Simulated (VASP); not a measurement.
Os:

```
Os
1.0
     1.72210   -2.51470    0.00000
     1.72210    2.51470    0.00000
    -1.09966    0.00000    1.61542
Os
1
Direct
  0.50000 0.50000 0.50000
```

- Program: VASP 6.6.1
- Task: relaxation of cell and atoms
- Functional: PBE
- Potentials or basis: VASP PAW PBE potentials, release 64 (Os)
- Cutoff: 600 eV
- k mesh: 8 × 8 × 10
- Occupations: gaussian, width 0.1 eV
- Spin: no spin polarisation

At the start: pressure 131.9 GPa; volume 13.99 Å³/atom.

Q: How do energy, volume and symmetry change on relaxing?

A: Over 21 steps the energy falls by 4739.4 meV/atom and the volume is 14.33 Å³/atom (+2.4 %); space group Fm-3m (No. 225, to 0.05 Å).

The path:
```tsv
step	energy change (eV)	largest force (eV/Å)	pressure (GPa)	volume (Å³)
1	0.0000	0.0000	131.93	13.99
2	4.0459	0.0000	-54.67	37.84
3	-1.9709	0.0000	-51.30	23.47
4	-2.5222	0.0000	-52.90	21.73
5	-3.3629	0.0000	-29.45	17.85
6	-3.3630	0.0000	-26.63	17.69
7	-3.3637	0.0000	-28.12	17.77
8	-4.1090	0.0000	89.86	12.33
9	-4.4757	0.0000	21.53	13.80
10	-4.2302	0.0000	38.54	13.43
11	-4.6663	0.0000	18.27	13.78
12	-4.6668	0.0000	18.69	13.77
13	-4.5594	0.0000	-31.10	15.86
14	-4.7297	0.0000	-4.87	14.51
15	-4.7298	0.0000	-4.23	14.49
16	-4.7328	0.0000	3.25	14.22
17	-4.7385	0.0000	-0.32	14.34
18	-4.7392	0.0000	0.66	14.31
19	-4.7392	0.0000	1.00	14.29
20	-4.7394	0.0000	-0.60	14.35
21	-4.7394	0.0000	-0.06	14.33
```

Final structure:
```
CELL_PARAMETERS angstrom
1.89933 -1.91661 -0.34854
1.89933 1.91661 -0.34854
-1.54258 0.00000 2.25126
ATOMIC_POSITIONS crystal
Os 0.50000 0.50000 0.50000
```

Caveat: the k points lie up to 0.35 Å⁻¹ apart in the final cell.
